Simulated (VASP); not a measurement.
# Mg12H (a cell with a defect) in VASP: single point with PBEsol

Aim: the single point of Mg12H (a cell with a defect) with PBEsol.

Program: VASP 6.6.1. These are calculated values, not measurements. Logs are shortened: lines on timing, memory, paths and dates and some standing lists are left out, and cuts for length are marked.

## (1) The cell of the first run

The cell holds a defect, 13 atoms: a = 6.420 Å, b = 9.630 Å, c = 5.213 Å, α = 90.00°, β = 90.00°, γ = 120.00°.

## (2) Single point, PBEsol

INCAR

```
SYSTEM = Mg12H
PREC = Accurate
ENCUT = 520
EDIFF = 1E-7
ISMEAR = 0
SIGMA = 0.1
LREAL = .FALSE.
LASPH = .TRUE.
NELM = 80
ALGO = Normal
ISIF = 2
LWAVE = .FALSE.
LCHARG = .FALSE.
GGA = PS
NBANDS = 24
```

KPOINTS

```
Automatic mesh
0
G
  4 3 4
  0 0 0
```

POSCAR

```
Mg12H
1.0
    6.4200000000      0.0000000000      0.0000000000
   -4.8150000000      8.3398250000      0.0000000000
    0.0000000000      0.0000000000      5.2130400000
Mg H
12 1
Direct
   -0.0015698431     -0.0007687212     -0.0014392754
    0.1655599604      0.2211993657      0.4978594064
    0.0027443261      0.3305901503     -0.0029326458
    0.1679696311      0.5561331323      0.5013044212
    0.0015591190      0.6711594068     -0.0031685926
    0.1668234722      0.8896408498      0.5008964059
    0.5004951935     -0.0006942592     -0.0000531360
    0.6648836921      0.2191296580      0.5020258813
    0.4971516899      0.3329995533     -0.0020686586
    0.6656158044      0.5572584557      0.5020366235
    0.5026037111      0.6683881257      0.0020180164
    0.6671938089      0.8899819840      0.5015869819
    0.8416894260      0.4485935856      1.1236451284
```

Potentials or basis: VASP PAW PBE potentials, release 64 (Mg, H).

Started as:

```sh
$ cat potpaw_PBE.64/Mg/POTCAR potpaw_PBE.64/H/POTCAR > POTCAR
$ mpirun -np 1 vasp_std > vasp.out
```

OUTCAR:

```text
SYSTEM = Mg12H
   PREC = Accurate
   ENCUT = 520
   EDIFF = 1E-7
   ISMEAR = 0
   LREAL = .FALSE.
   LASPH = .TRUE.
   NELM = 80
   ISIF = 2
   GGA = PS

 ion  position               nearest neighbor table
   1  0.998  0.999  0.999-   5 3.17   3 3.18  12 3.18  11 3.18   6 3.19   2 3.19   7 3.20   2 3.20
                            12 3.20   6 3.21   9 3.21   7 3.22
   2  0.166  0.221  0.498-   3 3.17   3 3.18   9 3.19   9 3.19   1 3.19  12 3.19   6 3.20   1 3.20
                             8 3.20   8 3.22   4 3.22  10 3.22
   3  0.003  0.331  0.997-  13 1.99   9 3.16   2 3.17   1 3.18   2 3.18   8 3.19   4 3.20   7 3.21
                            11 3.23   4 3.23   8 3.23   9 3.26   5 3.28
   4  0.168  0.556  0.501-  10 3.19   3 3.20   5 3.20  11 3.20  11 3.21  12 3.21   6 3.22   2 3.22
                            10 3.23   3 3.23   5 3.24   8 3.24
   5  0.002  0.671  0.997-  13 1.97   6 3.16   1 3.17   7 3.18  10 3.18  11 3.19   4 3.20   6 3.20
                            10 3.23  11 3.23   4 3.24   9 3.25   3 3.28
   6  0.167  0.890  0.501-   5 3.16   8 3.19   1 3.19   7 3.20   2 3.20   5 3.20   7 3.20   1 3.21
                            12 3.21  10 3.21  12 3.21   4 3.22
   7  0.500  0.999  1.000-   8 3.18   5 3.18  12 3.18  11 3.19   6 3.20   8 3.20  12 3.20   1 3.20
                             6 3.20   3 3.21   1 3.22   9 3.22
   8  0.665  0.219  0.502-  12 3.18   7 3.18   6 3.19   3 3.19   7 3.20   9 3.20   2 3.20   2 3.22
                             9 3.23   3 3.23   4 3.24  10 3.25
   9  0.497  0.333  0.998-  13 2.02   3 3.16  10 3.19   2 3.19   2 3.19   8 3.20   1 3.21  11 3.21
                             7 3.22  10 3.23   8 3.23   5 3.25   3 3.26
  10  0.666  0.557  0.502-   5 3.18  11 3.19  11 3.19   4 3.19   9 3.19  12 3.20   6 3.21   2 3.22
                             9 3.23   5 3.23   4 3.23   8 3.25
  11  0.503  0.668  0.002-   1 3.18  10 3.19  10 3.19   5 3.19  12 3.19   7 3.19  12 3.20   4 3.20
                             4 3.21   9 3.21   5 3.23   3 3.23
  12  0.667  0.890  0.502-   8 3.18   1 3.18   7 3.18  11 3.19   2 3.19   7 3.20  11 3.20  10 3.20
                             1 3.20   6 3.21   4 3.21   6 3.21
  13  0.842  0.449  0.124-   5 1.97   3 1.99   9 2.02

  LATTYP: Found a simple monoclinic cell.
 ALAT       =     6.4200000000
 B/A-ratio  =     0.8120000000
 C/A-ratio  =     1.3228757108
 COS(beta)  =    -0.1889822286

  Lattice vectors:

 A1 = (   6.4200000000,   0.0000000000,   0.0000000000)
 A2 = (   0.0000000000,   0.0000000000,   5.2130400000)
 A3 = (  -1.6050000000,  -8.3398250000,   0.0000000000)

Analysis of symmetry for initial positions (statically):
=====================================================================
 Subroutine PRICEL returns:
 Original cell was already a primitive cell.

 Routine SETGRP: Setting up the symmetry group for a
 simple monoclinic supercell.

 Subroutine GETGRP returns: Found  1 space group operations
 (whereof  1 operations were pure point group operations)
 out of a pool of  4 trial point group operations.

The static configuration has the point symmetry C_1 .

Analysis of symmetry for dynamics (positions and initial velocities):
=====================================================================
 Subroutine PRICEL returns:
 Original cell was already a primitive cell.

 Routine SETGRP: Setting up the symmetry group for a
 simple monoclinic supercell.

 Subroutine GETGRP returns: Found  1 space group operations
 (whereof  1 operations were pure point group operations)
 out of a pool of  4 trial point group operations.

The dynamic configuration has the point symmetry C_1 .

 Subroutine INISYM returns: Found  1 space group operations
 (whereof  1 operations are pure point group operations),
 and found     1 'primitive' translations

----------------------------------------------------------------------------------------

                                     Primitive cell

  volume of cell :     279.1149

  direct lattice vectors                    reciprocal lattice vectors
     6.420000000  0.000000000  0.000000000     0.155763240  0.089929945  0.000000000
    -4.815000000  8.339825000  0.000000000     0.000000000  0.119906593  0.000000000
     0.000000000  0.000000000  5.213040000     0.000000000  0.000000000  0.191826650

  length of vectors
     6.420000000  9.630000313  5.213040000     0.179859895  0.119906593  0.191826650

  position of ions in fractional coordinates (direct lattice)
     0.998430157  0.999231279  0.998560725
     0.165559960  0.221199366  0.497859406
     0.002744326  0.330590150  0.997067354
     0.167969631  0.556133132  0.501304421
[... 45 lines left out ...]
     0.000000000  0.000000000  0.000000000

 Subroutine IBZKPT returns following result:
 ===========================================

 Found     26 irreducible k-points:

 Following reciprocal coordinates:
            Coordinates               Weight
  0.000000  0.000000  0.000000      1.000000
  0.250000  0.000000  0.000000      2.000000
  0.500000  0.000000  0.000000      1.000000
  0.000000  0.333333  0.000000      2.000000
  0.250000  0.333333  0.000000      2.000000
  0.500000  0.333333  0.000000      2.000000
[... 16 lines left out ...]
  0.000000  0.333333  0.500000      2.000000
  0.250000  0.333333  0.500000      2.000000
 [... further k-points ...]
   k-points           NKPTS =     26   k-points in BZ     NKDIM =     26   number of bands    NBANDS=     24
   number of dos      NEDOS =    301   number of ions     NIONS =     13
   total plane-waves  NPLWV = 138240
   dimension x,y,z NGX =    48 NGY =   72 NGZ =   40
   dimension x,y,z NGXF=    96 NGYF=  144 NGZF=   80
   ions per type =              12   1
   NGX,Y,Z   is equivalent  to a cutoff of  12.43, 12.43, 12.76 a.u.
   NGXF,Y,Z  is equivalent  to a cutoff of  24.86, 24.86, 25.51 a.u.
 SYSTEM =  Mg12H
   PREC   = accura    normal or accurate (medium, high low for compatibility)
   ISTART =      0    job   : 0-new  1-cont  2-samecut
   ICHARG =      2    charge: 1-file 2-atom 10-const
   ISPIN  =      1    spin polarized calculation?
   LNONCOLLINEAR =      F non collinear calculations
   LSORBIT =      F    spin-orbit coupling
   LASPH  =      T    aspherical Exc in radial PAW
   ENCUT  =  520.0 eV  38.22 Ry    6.18 a.u.  11.94 17.91  9.69*2*pi/ulx,y,z
   NELM   =     80;   NELMIN=  2; NELMDL= -5     # of ELM steps
   EDIFF  = 0.1E-06   stopping-criterion for ELM
   LREAL  =      F    real-space projection
   EDIFFG = 0.1E-05   stopping-criterion for IOM
   NSW    =      0    number of steps for IOM
   IBRION =     -1    ionic relax: 0-MD 1-quasi-New 2-CG
   NFREE  =      0    steps in history (QN), initial steepest desc. (CG)
   ISIF   =      2    stress and relaxation
   ISYM   =      2    0-nonsym 1-usesym 2-fastsym
   POTIM  = 0.5000    time-step for ionic-motion
   TEBEG  =    0.0;   TEEND  =   0.0 temperature during run
   PSTRESS=    0.0 pullay stress
   NELECT =      25.0000    total number of electrons
   NUPDOWN=      -1.0000    fix difference up-down
   EMIN   =  10.00;   EMAX   =-10.00  energy-range for DOS
   EFERMI =   0.00;   METHOD = LEGACY
   ISMEAR =     0;   SIGMA  =   0.10  broadening in eV -4-tet -1-fermi 0-gaus
   EFERMI_NEDOS =   21; number of points for ismear=-14 and -15
   IALGO  =     38    algorithm
   IMIX   =      4    mixing-type and parameters
     AMIX     =   0.40;   BMIX     =  1.00
     AMIX_MAG =   1.60;   BMIX_MAG =  1.00
  volume/ion in A,a.u.               =      21.47       144.89
  Fermi-wavevector in a.u.,A,eV,Ry     =   0.732477  1.384180  7.299827  0.536522
  Thomas-Fermi vector in A             =   1.824949
   LORBIT       =      0    0 simple, 1 ext, 2 COOP (PROOUT), +10 PAW based schemes
   GGA     = PS    functional components
   LHFCALC =     F    Hartree Fock is set to
   AEXX    =    0.0000 exact exchange contribution
   IVDW    =     0    specifies the selected vdW correction
   LEPSILON=     F    determine dielectric tensor
   LRPA    =     F    only Hartree local field effects (RPA)
 non-spin polarized calculation
 Gauss-broadening in eV      SIGMA  =   0.10
  energy-cutoff  :      520.00
  volume of cell :      279.11
 maximum number of plane-waves:      7534
   NGX = 23   NGY = 35   NGZ = 19

 number of electron      25.0000000 magnetization

 Free energy of the ion-electron system (eV)
  ---------------------------------------------------
  ext. energy  EPLUGINS =         0.00000000
  ---------------------------------------------------
  free energy    TOTEN  =       -23.67949353 eV

  energy without entropy =      -23.65451824  energy(sigma->0) =      -23.66700589

 E-fermi :   2.5917     XC(G=0):  -8.5485

 val. band max:        2.5641537891   @ k =  -0.2500   0.3333   0.2500
 cond. band min:       2.6041593022   @ k =   0.2500   0.0000   0.2500
 fundamental gap:      0.0400055131
 Fermi energy:         2.5916780154

 k-point     1 :       0.0000    0.0000    0.0000
  band No.  band energies     occupation
      1      -4.7700      2.00000
      2      -2.9908      2.00000
      3      -2.1877      2.00000
      4      -1.2539      2.00000
      5      -0.6134      2.00000
      6      -0.0299      2.00000
[... 637 lines left out ...]
     23       6.9374      0.00000
     24       7.7121      0.00000

 [... further k-points ...]

------------------------ aborting loop because EDIFF is reached ----------------------------------------

  FORCE on cell =-STRESS in cart. coord.  units (eV):
  Direction    XX          YY          ZZ          XY          YZ          ZX
  --------------------------------------------------------------------------------------
  -------------------------------------------------------------------------------------
  Total       -1.4734204     -2.0847448     -0.5073980     -0.9823145      0.2275403     -0.1865016
  in kB       -8.4577382    -11.9668670     -2.9125697     -5.6386888      1.3061285     -1.0705577
  external PRESSURE =      -7.7790583 kB  Pullay stress =       0.0000000 kB

 VOLUME and BASIS-vectors are now :
 -----------------------------------------------------------------------------
  energy-cutoff  :      520.00
  volume of cell :      279.11
      direct lattice vectors                 reciprocal lattice vectors
     6.420000000  0.000000000  0.000000000     0.155763240  0.089929945  0.000000000
    -4.815000000  8.339825000  0.000000000     0.000000000  0.119906593  0.000000000
     0.000000000  0.000000000  5.213040000     0.000000000  0.000000000  0.191826650

 POSITION                                       TOTAL-FORCE (eV/Angst)
 -----------------------------------------------------------------------------------
      1.59862      8.33341      5.20554         0.003891      0.003728     -0.017552
     -0.00218      1.84476      2.59536         0.001040      0.005988     -0.019132
     -1.57417      2.75706      5.19775        -0.043367      0.014142     -0.034106
     -1.59942      4.63805      2.61332        -0.015875     -0.006988     -0.022208
     -3.22162      5.59735      5.19652        -0.000582     -0.020103     -0.036182
     -3.21261      7.41945      2.61119         0.004200     -0.007645     -0.014674
     -1.59848      8.33403      5.21276        -0.002789     -0.006889     -0.007897
      3.21344      1.82750      2.61708        -0.005175      0.004988     -0.009518
      1.58832      2.77716      5.20226         0.064404      0.025192     -0.022844
      1.59005      4.64744      2.61714         0.007231     -0.011200     -0.016896
      0.00843      5.57424      0.01052         0.000761      0.001580     -0.003673
     -0.00188      7.42229      2.61479        -0.005088     -0.001311     -0.011519
      3.24367      3.74119      0.64457        -0.008650     -0.001482      0.216202
 -----------------------------------------------------------------------------------
    total drift:                               -0.000015     -0.000046     -0.000282

  FREE ENERGIE OF THE ION-ELECTRON SYSTEM (eV)
  ---------------------------------------------------
  free  energy   TOTEN  =       -23.6794935339 eV

  energy  without entropy=      -23.6545182383  energy(sigma->0) =      -23.66700589
```

Wall time 2.8 min (1 thread of Intel Xeon Platinum 8488C (Sapphire Rapids), shared host); peak memory 0.42 GiB.

Results:

```
Free energy            : -23.6795 eV
Pressure               : -0.8 GPa
Largest force          : 0.216 eV/Å
Band gap on the k mesh : zero (an odd number of electrons rules out a gap without spin polarisation)
```

Forces in eV/Å, atoms in the order of the input:
```
Mg   0.004  0.004 -0.018
Mg   0.001  0.006 -0.019
Mg  -0.043  0.014 -0.034
Mg  -0.016 -0.007 -0.022
Mg  -0.001 -0.020 -0.036
Mg   0.004 -0.008 -0.015
Mg  -0.003 -0.007 -0.008
Mg  -0.005  0.005 -0.010
Mg   0.064  0.025 -0.023
Mg   0.007 -0.011 -0.017
Mg   0.001  0.002 -0.004
Mg  -0.005 -0.001 -0.012
H   -0.009 -0.001  0.216
```

Levels at points of the mesh, in eV from the Fermi level:
| k point | band 9 | band 10 | band 11 | band 12 | band 13 | band 14 | band 15 | band 16 |
| --- | --- | --- | --- | --- | --- | --- | --- | --- |
| (0.00, 0.00, 0.00) | -1.47 | -0.69 | -0.20 | 0.06 | 0.26 | 0.37 | 0.53 | 1.21 |
| (0.50, 0.00, 0.00) | -0.57 | -0.55 | -0.35 | -0.15 | -0.13 | -0.11 | 0.18 | 0.32 |
| (0.00, 0.00, 0.50) | -1.89 | -1.86 | -1.32 | -1.13 | -0.73 | -0.50 | 0.67 | 1.16 |
| (0.50, 0.00, 0.50) | -1.56 | -0.82 | -0.78 | -0.76 | 0.17 | 0.79 | 0.84 | 0.86 |

Caveat: the PAW data sets were made with another functional, which shifts forces and pressure a little.
